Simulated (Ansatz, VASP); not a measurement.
# BiS in VASP and in Ansatz

```xyz
2
Lattice="2.1370 1.2338 3.5466 -2.1370 1.2338 3.5466 0.0000 -2.4676 3.5466" Properties=species:S:1:pos:R:3 pbc="T T T"
Bi    0.0000    0.0000    0.0000
S     0.0000    0.0000    5.3198
```

Change from the starting cell: volume scaled by 1.04.

Alike in both runs: task single point; functional PBE; k mesh 8 × 8 × 8; occupations fermi-dirac, width 0.05 eV; no spin polarisation.

|  | VASP | Ansatz |
| --- | --- | --- |
| version | VASP 6.6.1 | Ansatz 0.2.0 |
| potentials or method | VASP PAW PBE potentials, release 64 (Bi_d, S), cutoff 520 eV | all-electron LAPW, scalar-relativistic |

|  | VASP | Ansatz | Ansatz less VASP |
| --- | --- | --- | --- |
| gap on the k mesh at the Fermi level (eV) | none | none | - |
| pressure (GPa) | -3.4 | -3.3 | +0.07 |
| traceless stress, the component that is largest in VASP (GPa) | 0.26 | 0.26 | +0.001 |

A gap of «none» marks a metal or a gap that the smearing closes. Ansatz ran all-electron here, and VASP with PAW potentials.

Neither program's run includes spin-orbit coupling.
